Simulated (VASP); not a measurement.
# H2Os3 (P-6m2) in VASP: further runs

H2Os3 is run at these levels: PBE; tasks: single point, relaxation of cell and atoms.

Everything below comes from runs of VASP 6.6.1. Logs are shortened: lines on timing, memory, paths and dates and some standing lists are left out, and cuts for length are marked.

### Step 1. The cell of the first run

It takes space group P-6m2 (No. 187, hexagonal). The conventional cell has a = 2.843 Å, b = 2.843 Å, c = 7.041 Å, α = 90.00°, β = 90.00°, γ = 120.00°. Within 2.5 Å of H (site symmetry 3m) lie 6 Os at 1.87 to 2.13 Å. Os (site symmetry 3m) has 3 H at 1.87 Å and 1 Os at 2.52 Å within 2.6 Å. Os (site symmetry -6m2) has 6 H at 2.13 Å and 12 Os at 2.79 to 2.84 Å within 2.9 Å.

### Step 2. Single point, PBE

Input file INCAR:

```
SYSTEM = H2Os3
  ALGO = Normal
  EDIFF = 1E-7
  ENCUT = 520
  GGA = PE
  ISIF = 2
  ISMEAR = 0
  LASPH = .True.
  LCHARG = .False.
  LREAL = .False.
  LWAVE = .False.
  NBANDS = 37
  NELM = 100
  PREC = Accurate
  SIGMA = 0.2
```

Input file KPOINTS:

```
k-points
0
Gamma
  8 4 4
  0 0 0
```

Input file POSCAR:

```
H2Os3
1.0
    2.8428668012      0.0000000000      0.0000000000
    0.0000000000      4.9239897388      0.0000000000
    0.0000000000      0.0000000000      7.0411633263
H Os
4 6
Direct
    0.5000000000      0.1666666667      0.1925423906
    1.0000000000      0.6666666667      0.1925423906
    0.5000000000      0.1666666667      0.8074576094
    1.0000000000      0.6666666667      0.8074576094
    0.5000000000      0.5000000000      0.3209671784
    0.0000000000      1.0000000000      0.3209671784
    0.5000000000      0.5000000000      0.6790328216
    0.0000000000      0.0000000000      0.6790328216
    1.0000000000      0.3333333333      0.0000000000
    0.5000000000      0.8333333333      1.0000000000
```

Potentials or basis: VASP PAW PBE potentials, release 64 (H, Os).

Command:

```sh
> cat potpaw_PBE.64/H/POTCAR potpaw_PBE.64/Os/POTCAR > POTCAR
> mpirun -np 1 vasp_std > vasp.out
```

OUTCAR:

```text
SYSTEM = H2Os3
   EDIFF = 1E-7
   ENCUT = 520
   GGA = PE
   ISIF = 2
   ISMEAR = 0
   LASPH = .True.
   LREAL = .False.
   NELM = 100
   PREC = Accurate

 ion  position               nearest neighbor table
   1  0.500  0.167  0.193-   5 1.87   6 1.87   6 1.87   9 2.13   9 2.13  10 2.13
   2  0.000  0.667  0.193-   6 1.87   5 1.87   5 1.87  10 2.13  10 2.13   9 2.13
   3  0.500  0.167  0.807-   7 1.87   8 1.87   8 1.87   9 2.13   9 2.13  10 2.13
   4  0.000  0.667  0.807-   8 1.87   7 1.87   7 1.87  10 2.13  10 2.13   9 2.13
   5  0.500  0.500  0.321-   1 1.87   2 1.87   2 1.87   7 2.52  10 2.79   9 2.79   9 2.79   6 2.84
                             6 2.84   6 2.84   6 2.84
   6  0.000  0.000  0.321-   2 1.87   1 1.87   1 1.87   8 2.52   9 2.79  10 2.79  10 2.79   5 2.84
                             5 2.84   5 2.84   5 2.84
   7  0.500  0.500  0.679-   3 1.87   4 1.87   4 1.87   5 2.52  10 2.79   9 2.79   9 2.79   8 2.84
                             8 2.84   8 2.84   8 2.84
   8  0.000  0.000  0.679-   4 1.87   3 1.87   3 1.87   6 2.52   9 2.79  10 2.79  10 2.79   7 2.84
                             7 2.84   7 2.84   7 2.84
   9  0.000  0.333  0.000-   1 2.13   3 2.13   1 2.13   3 2.13   2 2.13   4 2.13   6 2.79   8 2.79
                             7 2.79   5 2.79   5 2.79   7 2.79  10 2.84  10 2.84  10 2.84  10 2.84
  10  0.500  0.833  0.000-   2 2.13   4 2.13   2 2.13   4 2.13   3 2.13   1 2.13   5 2.79   7 2.79
                             6 2.79   8 2.79   6 2.79   8 2.79   9 2.84   9 2.84   9 2.84   9 2.84

  LATTYP: Found a simple orthorhombic cell.
 ALAT       =     2.8428668012
 B/A-ratio  =     1.7320508076
 C/A-ratio  =     2.4767827052

  Lattice vectors:

 A1 = (   2.8428668012,   0.0000000000,   0.0000000000)
 A2 = (   0.0000000000,   4.9239897388,   0.0000000000)
 A3 = (   0.0000000000,   0.0000000000,   7.0411633263)

Analysis of symmetry for initial positions (statically):
=====================================================================
 Subroutine PRICEL returns following result:

  LATTYP: Found a hexagonal cell.
 ALAT       =     2.8428668012
 C/A-ratio  =     2.4767827052

  Lattice vectors:

 A1 = (  -2.8428668012,   0.0000000000,   0.0000000000)
 A2 = (   1.4214334006,  -2.4619948694,   0.0000000000)
 A3 = (   0.0000000000,   0.0000000000,   7.0411633263)

   2 primitive cells build up your supercell.

 Routine SETGRP: Setting up the symmetry group for a
 simple orthorhombic supercell.

 Subroutine GETGRP returns: Found  4 space group operations
 (whereof  4 operations were pure point group operations)
 out of a pool of  8 trial point group operations.

The static configuration has the point symmetry C_2v.

Analysis of symmetry for dynamics (positions and initial velocities):
=====================================================================
 Subroutine PRICEL returns following result:

  LATTYP: Found a hexagonal cell.
 ALAT       =     2.8428668012
 C/A-ratio  =     2.4767827052

  Lattice vectors:

 A1 = (  -2.8428668012,   0.0000000000,   0.0000000000)
 A2 = (   1.4214334006,  -2.4619948694,   0.0000000000)
 A3 = (   0.0000000000,   0.0000000000,   7.0411633263)

   2 primitive cells build up your supercell.

 Routine SETGRP: Setting up the symmetry group for a
 simple orthorhombic supercell.

 Subroutine GETGRP returns: Found  4 space group operations
 (whereof  4 operations were pure point group operations)
 out of a pool of  8 trial point group operations.

The dynamic configuration has the point symmetry C_2v.

 Subroutine INISYM returns: Found  4 space group operations
 (whereof  4 operations are pure point group operations),
 and found     2 'primitive' translations

----------------------------------------------------------------------------------------

                                     Primitive cell

  volume of cell :      49.2820

  direct lattice vectors                    reciprocal lattice vectors
    -2.842866801  0.000000000  0.000000000    -0.351757599 -0.203087344  0.000000000
     1.421433401 -2.461994869  0.000000000    -0.000000000 -0.406174689  0.000000000
     0.000000000  0.000000000  7.041163326     0.000000000  0.000000000  0.142021986

  length of vectors
     2.842866801  2.842866801  7.041163326     0.406174689  0.406174689  0.142021986

  position of ions in fractional coordinates (direct lattice)
     0.333333333  0.666666667  0.192542391
     0.333333333  0.666666667  0.807457609
     1.000000000  1.000000000  0.320967178
     1.000000000  1.000000000  0.679032822
     0.666666667  0.333333333  0.000000000

  ion indices of the primitive-cell ions
   primitive index   ion index
                 1           1
                 2           3
                 3           5
                 4           7
                 5          10

----------------------------------------------------------------------------------------

 KPOINTS: k-points

Automatic generation of k-mesh.
 Grid dimensions read from file:
 generate k-points for:    8    4    4

 Generating k-lattice:

  Cartesian coordinates                     Fractional coordinates (reciprocal lattice)
     0.043969700  0.000000000  0.000000000     0.125000000  0.000000000  0.000000000
     0.000000000  0.050771836  0.000000000     0.000000000  0.250000000  0.000000000
     0.000000000  0.000000000  0.035505497     0.000000000  0.000000000  0.250000000

  Length of vectors
     0.043969700  0.050771836  0.035505497

  Shift w.r.t. Gamma in fractional coordinates (k-lattice)
     0.000000000  0.000000000  0.000000000

 Subroutine IBZKPT returns following result:
 ===========================================

 Found     45 irreducible k-points:

 Following reciprocal coordinates:
            Coordinates               Weight
  0.000000  0.000000  0.000000      1.000000
  0.125000  0.000000  0.000000      2.000000
  0.250000  0.000000  0.000000      2.000000
  0.375000  0.000000  0.000000      2.000000
  0.500000  0.000000  0.000000      1.000000
  0.000000  0.250000  0.000000      2.000000
[... 16 lines left out ...]
  0.250000  0.250000  0.250000      8.000000
  0.375000  0.250000  0.250000      8.000000
 [... further k-points ...]
   k-points           NKPTS =     45   k-points in BZ     NKDIM =     45   number of bands    NBANDS=     37
   number of dos      NEDOS =    301   number of ions     NIONS =     10
   total plane-waves  NPLWV =  51840
   dimension x,y,z NGX =    24 NGY =   40 NGZ =   54
   dimension x,y,z NGXF=    48 NGYF=   80 NGZF=  108
   ions per type =               4   6
   NGX,Y,Z   is equivalent  to a cutoff of  14.03, 13.50, 12.75 a.u.
   NGXF,Y,Z  is equivalent  to a cutoff of  28.07, 27.01, 25.50 a.u.
 SYSTEM =  H2Os3
   PREC   = accura    normal or accurate (medium, high low for compatibility)
   ISTART =      0    job   : 0-new  1-cont  2-samecut
   ICHARG =      2    charge: 1-file 2-atom 10-const
   ISPIN  =      1    spin polarized calculation?
   LNONCOLLINEAR =      F non collinear calculations
   LSORBIT =      F    spin-orbit coupling
   LASPH  =      T    aspherical Exc in radial PAW
   ENCUT  =  520.0 eV  38.22 Ry    6.18 a.u.   5.29  9.16 13.09*2*pi/ulx,y,z
   NELM   =    100;   NELMIN=  2; NELMDL= -5     # of ELM steps
   EDIFF  = 0.1E-06   stopping-criterion for ELM
   LREAL  =      F    real-space projection
   EDIFFG = 0.1E-05   stopping-criterion for IOM
   NSW    =      0    number of steps for IOM
   IBRION =     -1    ionic relax: 0-MD 1-quasi-New 2-CG
   NFREE  =      0    steps in history (QN), initial steepest desc. (CG)
   ISIF   =      2    stress and relaxation
   ISYM   =      2    0-nonsym 1-usesym 2-fastsym
   POTIM  = 0.5000    time-step for ionic-motion
   TEBEG  =    0.0;   TEEND  =   0.0 temperature during run
   PSTRESS=    0.0 pullay stress
   NELECT =      52.0000    total number of electrons
   NUPDOWN=      -1.0000    fix difference up-down
   EMIN   =  10.00;   EMAX   =-10.00  energy-range for DOS
   EFERMI =   0.00;   METHOD = LEGACY
   ISMEAR =     0;   SIGMA  =   0.20  broadening in eV -4-tet -1-fermi 0-gaus
   EFERMI_NEDOS =   21; number of points for ismear=-14 and -15
   IALGO  =     38    algorithm
   IMIX   =      4    mixing-type and parameters
     AMIX     =   0.40;   BMIX     =  1.00
     AMIX_MAG =   1.60;   BMIX_MAG =  1.00
  volume/ion in A,a.u.               =       9.86        66.51
  Fermi-wavevector in a.u.,A,eV,Ry     =   1.322828  2.499782 23.808467  1.749873
  Thomas-Fermi vector in A             =   2.452480
   LORBIT       =      0    0 simple, 1 ext, 2 COOP (PROOUT), +10 PAW based schemes
   GGA     = PE    functional components
   LHFCALC =     F    Hartree Fock is set to
   AEXX    =    0.0000 exact exchange contribution
   IVDW    =     0    specifies the selected vdW correction
   LEPSILON=     F    determine dielectric tensor
   LRPA    =     F    only Hartree local field effects (RPA)
 non-spin polarized calculation
 Gauss-broadening in eV      SIGMA  =   0.20
  energy-cutoff  :      520.00
  volume of cell :       98.56
 maximum number of plane-waves:      2676
 NGX is ok and might be reduce to    24

 number of electron      52.0000002 magnetization

 Free energy of the ion-electron system (eV)
  ---------------------------------------------------
  ext. energy  EPLUGINS =         0.00000000
  ---------------------------------------------------
  free energy    TOTEN  =       -75.60885486 eV

  energy without entropy =      -75.50066201  energy(sigma->0) =      -75.55475844

 E-fermi :   8.4844     XC(G=0): -13.4612

 val. band max:        8.4730823284   @ k =   0.3750   0.0000   0.2500
 cond. band min:       8.4905343828   @ k =   0.2500   0.5000   0.2500
 fundamental gap:      0.0174520544
 Fermi energy:         8.4844282775

 k-point     1 :       0.0000    0.0000    0.0000
  band No.  band energies     occupation
      1      -4.2975      2.00000
      2      -1.9224      2.00000
      3      -1.2639      2.00000
      4      -1.1993      2.00000
      5       0.6066      2.00000
      6       1.2094      2.00000
[... 29 lines left out ...]
     36      11.3294      0.00000
     37      13.5047      0.00000

 k-point     2 :       0.1250    0.0000    0.0000
  band No.  band energies     occupation
      1      -3.9530      2.00000
      2      -1.7167      2.00000
      3      -1.0910      2.00000
      4      -1.0642      2.00000
      5       1.0162      2.00000
      6       1.5879      2.00000
[... 29 lines left out ...]
     36      12.2283      0.00000
     37      13.5983      0.00000

 k-point     3 :       0.2500    0.0000    0.0000
  band No.  band energies     occupation
      1      -3.0395      2.00000
      2      -1.3089      2.00000
      3      -0.9157      2.00000
      4      -0.6881      2.00000
      5       2.0574      2.00000
      6       2.3225      2.00000
[... 29 lines left out ...]
     36      13.1690      0.00000
     37      14.0650      0.00000

 k-point     4 :       0.3750    0.0000    0.0000
  band No.  band energies     occupation
      1      -1.9101      2.00000
      2      -1.0545      2.00000
      3      -0.8839      2.00000
      4      -0.6098      2.00000
      5       2.3242      2.00000
      6       2.4738      2.00000
[... 29 lines left out ...]
     36      12.8712      0.00000
     37      14.4597      0.00000
[... 683 lines left out ...]
      1      -3.3965      2.00000
      2      -1.7440      2.00000
      3      -1.3791      2.00000
      4      -1.1307      2.00000
      5       1.7114      2.00000
      6       2.0245      2.00000
[... 29 lines left out ...]
     36      12.7268      0.00000
     37      14.3918      0.00000

 k-point    23 :       0.2500    0.2500    0.2500
  band No.  band energies     occupation
      1      -2.6149      2.00000
      2      -1.3896      2.00000
      3      -1.0513      2.00000
      4      -0.9376      2.00000
      5       2.1515      2.00000
      6       2.4941      2.00000
[... 29 lines left out ...]
     36      13.5205      0.00000
     37      14.4448      0.00000

 k-point    24 :       0.3750    0.2500    0.2500
  band No.  band energies     occupation
      1      -1.7269      2.00000
      2      -1.2153      2.00000
      3      -1.0810      2.00000
      4      -0.8142      2.00000
      5       1.9074      2.00000
      6       2.1594      2.00000
[... 29 lines left out ...]
     36      13.1990      0.00000
     37      13.5239      0.00000

 [... further k-points ...]
[... 5 lines left out ...]
  --------------------------------------------------------------------------------------
  -------------------------------------------------------------------------------------
  Total        0.6339239      0.5579807      0.2621713      0.0000000      0.0000000      0.0000000
  in kB       10.3045649      9.0700921      4.2616495      0.0000000      0.0000000      0.0000000
  external PRESSURE =       7.8787688 kB  Pullay stress =       0.0000000 kB

 VOLUME and BASIS-vectors are now :
 -----------------------------------------------------------------------------
  energy-cutoff  :      520.00
  volume of cell :       98.56
      direct lattice vectors                 reciprocal lattice vectors
     2.842866801  0.000000000  0.000000000     0.351757599  0.000000000  0.000000000
     0.000000000  4.923989739  0.000000000     0.000000000  0.203087344  0.000000000
     0.000000000  0.000000000  7.041163326     0.000000000  0.000000000  0.142021986

 POSITION                                       TOTAL-FORCE (eV/Angst)
 -----------------------------------------------------------------------------------
      1.42143      0.82066      1.35572         0.000000      0.015019      0.036310
      0.00000      3.28266      1.35572         0.000000      0.015019      0.036310
      1.42143      0.82066      5.68544         0.000000      0.015019     -0.036310
      0.00000      3.28266      5.68544         0.000000      0.015019     -0.036310
      1.42143      2.46199      2.25998        -0.000000     -0.015287     -0.063318
      0.00000      0.00000      2.25998         0.000000     -0.015287     -0.063318
      1.42143      2.46199      4.78118         0.000000     -0.015287      0.063318
      0.00000      0.00000      4.78118         0.000000     -0.015287      0.063318
      0.00000      1.64133      0.00000         0.000000      0.000537     -0.000000
      1.42143      4.10332      0.00000         0.000000      0.000537     -0.000000
 -----------------------------------------------------------------------------------
    total drift:                                0.000000     -0.000040     -0.000000

  FREE ENERGIE OF THE ION-ELECTRON SYSTEM (eV)
  ---------------------------------------------------
  free  energy   TOTEN  =       -75.6088548630 eV

  energy  without entropy=      -75.5006620073  energy(sigma->0) =      -75.55475844
```

Run time: 2.5 min. Hardware: 1 thread of Intel Xeon 6975P-C (Granite Rapids), shared host; peak memory 0.28 GiB.

What came out:

| Item | Value |
| --- | --- |
| Free energy | -75.6089 eV |
| Pressure | 0.8 GPa |
| Largest force | 0.065 eV/Å |
| Band gap on the k mesh | zero (bands 26 and 27 overlap by 2.25 eV) |

Forces on the atoms (eV/Å):
```
H    0.000  0.015  0.036
H    0.000  0.015  0.036
H    0.000  0.015 -0.036
H    0.000  0.015 -0.036
Os   0.000 -0.015 -0.063
Os   0.000 -0.015 -0.063
Os   0.000 -0.015  0.063
Os   0.000 -0.015  0.063
Os   0.000  0.001  0.000
Os   0.000  0.001  0.000
```

Levels at points of the mesh, in eV from the Fermi level:
```csv
k point,band 25,band 26,band 27,band 28,band 29,band 30
"(0.00, 0.00, 0.00)",-0.68,-0.67,-0.46,1.17,1.18,1.20
"(0.50, 0.00, 0.00)",0.79,0.79,0.86,0.86,2.23,2.23
"(0.00, 0.50, 0.00)",-1.17,-1.17,-0.51,-0.51,-0.51,-0.51
"(0.50, 0.50, 0.00)",1.36,1.36,1.59,1.59,1.65,1.65
"(0.00, 0.00, 0.50)",-0.58,0.02,0.24,0.24,0.84,0.85
"(0.50, 0.00, 0.50)",-0.73,-0.73,0.73,0.73,1.87,1.87
"(0.00, 0.50, 0.50)",-1.30,-1.30,-0.78,-0.78,0.44,0.44
"(0.50, 0.50, 0.50)",0.92,0.92,1.25,1.25,1.49,1.49
```

Caveat: spin-orbit coupling is left out, which moves the levels of the heavy elements.

### Step 3. Relaxation of cell and atoms, PBE

This run uses another cell than the first one: it holds 5 atoms, not 10.

Input file INCAR:

```
SYSTEM = H2Os3
  ALGO = Normal
  EDIFF = 1E-7
  EDIFFG = -0.01
  ENCUT = 600
  GGA = PE
  IBRION = 2
  ISIF = 3
  ISMEAR = 0
  LASPH = .True.
  LCHARG = .False.
  LREAL = .False.
  LWAVE = .False.
  NELM = 60
  NSW = 100
  PREC = Accurate
  SIGMA = 0.1
```

Input file KPOINTS:

```
k-points
0
Gamma
  18 18 6
  0 0 0
```

Input file POSCAR:

```
H2Os3
1.0
    2.8677554458      0.0000000000      0.0000000000
   -1.4338777229      2.4835490679      0.0000000000
    0.0000000000      0.0000000000      6.9706263089
H Os
2 3
Direct
    0.6666666667      0.3333333333      0.2038759151
    0.6666666667      0.3333333333      0.7961240849
    0.0000000000      0.0000000000      0.3172753537
    0.0000000000      0.0000000000      0.6827246463
    0.3333333333      0.6666666667      0.0000000000
```

Potentials or basis: VASP PAW PBE potentials, release 64 (H, Os).

Command:

```sh
> cat potpaw_PBE.64/H/POTCAR potpaw_PBE.64/Os/POTCAR > POTCAR
> mpirun -np 1 vasp_std > vasp.out
```

Run time: 13 min. Hardware: 1 thread of Intel Xeon 6975P-C (Granite Rapids), shared host; peak memory 0.35 GiB.

It converged, with:

- Free energy: -37.7974 eV
- Relaxed volume: 9.87 Å³/atom
- Relaxed cell: a = 2.842 Å, b = 2.842 Å, c = 7.050 Å, α = 90.00°, β = 90.00°, γ = 120.00°
- Space group after relaxing (to 0.1 Å): P-6m2 (No. 187)
- Energy gained by relaxing: 3.7 meV/atom
- Ionic steps: 17
- Pressure after relaxing: 0.0 GPa
- Largest force after relaxing: 0.005 eV/Å
- Band gap on the k mesh: zero (bands 13 and 14 overlap by 3.04 eV)

Forces on the atoms (eV/Å):
```
H    0.000  0.000  0.005
H    0.000  0.000 -0.005
Os   0.000  0.000  0.003
Os   0.000  0.000 -0.003
Os   0.000  0.000  0.000
```

Stress tensor (GPa, compression positive):
```
 0.09  0.00  0.00
 0.00  0.09  0.00
 0.00  0.00 -0.04
```

The path:
| step | energy change (eV) | largest force (eV/Å) | pressure (GPa) | volume (Å³) |
| --- | --- | --- | --- | --- |
| 1 | 0.0000 | 0.1350 | 0.72 | 49.65 |
| 2 | -0.0039 | 0.0983 | -1.83 | 49.96 |
| 3 | -0.0043 | 0.1053 | -1.28 | 49.89 |
| 4 | -0.0067 | 0.1079 | 0.74 | 49.51 |
| 5 | -0.0068 | 0.1004 | 0.38 | 49.58 |
| 6 | -0.0090 | 0.1106 | 0.24 | 49.55 |
| 7 | -0.0096 | 0.1195 | 0.13 | 49.51 |
| 8 | -0.0116 | 0.1220 | -0.31 | 49.54 |
| 9 | -0.0140 | 0.1972 | -1.57 | 49.62 |
| 10 | -0.0151 | 0.1825 | -1.18 | 49.54 |
| 11 | -0.0168 | 0.1431 | -0.14 | 49.35 |
| 12 | -0.0170 | 0.1254 | 0.34 | 49.27 |
| 13 | -0.0175 | 0.1034 | 0.24 | 49.28 |
| 14 | -0.0184 | 0.0389 | -0.06 | 49.34 |
| 15 | -0.0178 | 0.0858 | -0.60 | 49.44 |
| 16 | -0.0185 | 0.0053 | -0.24 | 49.37 |
| 17 | -0.0186 | 0.0055 | 0.05 | 49.33 |

Final structure:
```yaml
crystal:
  lattice:
    - [2.84243, 0.00000, 0.00000]
    - [-1.42121, 2.46162, 0.00000]
    - [0.00000, 0.00000, 7.05020]
  atoms:
    - { symbol: H, position: [0.66667, 0.33333, 0.19018] }
    - { symbol: H, position: [0.66667, 0.33333, 0.80982] }
    - { symbol: Os, position: [0.00000, 0.00000, 0.32213] }
    - { symbol: Os, position: [0.00000, 0.00000, 0.67787] }
    - { symbol: Os, position: [0.33333, 0.66667, 0.00000] }
```

Levels at points of the mesh, in eV from the Fermi level:
```tsv
k point	band 9	band 10	band 11	band 12	band 13	band 14	band 15	band 16	band 17
(0.00, 0.00, 0.00)	-2.97	-2.97	-2.74	-2.74	-0.88	-0.88	-0.72	-0.72	1.17
(0.50, 0.00, 0.00)	-3.02	-2.24	-0.51	1.23	1.35	1.59	1.69	1.80	2.43
(0.00, 0.00, 0.50)	-3.27	-3.07	-2.39	-2.39	-1.69	-1.69	0.21	0.21	0.85
(0.50, 0.00, 0.50)	-2.27	-0.90	-0.56	-0.02	0.93	1.28	1.48	1.75	2.77
```

Caveat: spin-orbit coupling is left out, which moves the levels of the heavy elements.
